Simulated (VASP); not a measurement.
GaGe3:

```
Ge Ga
1.0
     4.19113    0.00000    0.00000
     0.00000    4.19113    0.00000
     0.00000    0.00000    4.19113
Ge Ga
3 1
Cartesian
  2.0956 2.0956 0.0000
  2.0956 0.0000 2.0956
  0.0000 2.0956 2.0956
  0.0000 0.0000 0.0000
```

Base run:

- Program: VASP 6.6.1
- Functional: PBEsol
- Potentials or basis: VASP PAW PBE potentials, release 64 (Ge_d, Ga_d)
- Cutoff: 520 eV
- k mesh: 6 × 6 × 6
- Occupations: fermi-dirac, width 0.05 eV
- Spin: no spin polarisation

Its results: pressure 0.3 GPa.

The run is repeated on the same cell with these changes: functional from PBEsol to LDA; potentials or basis from VASP PAW PBE potentials, release 64 (Ge_d, Ga_d) to VASP PAW LDA potentials, release 64 (Ge_d, Ga_d). What comes out?

Pressure -1.4 GPa.

Caveats: the PAW data sets were made with another functional, which shifts forces and pressure a little (some runs).
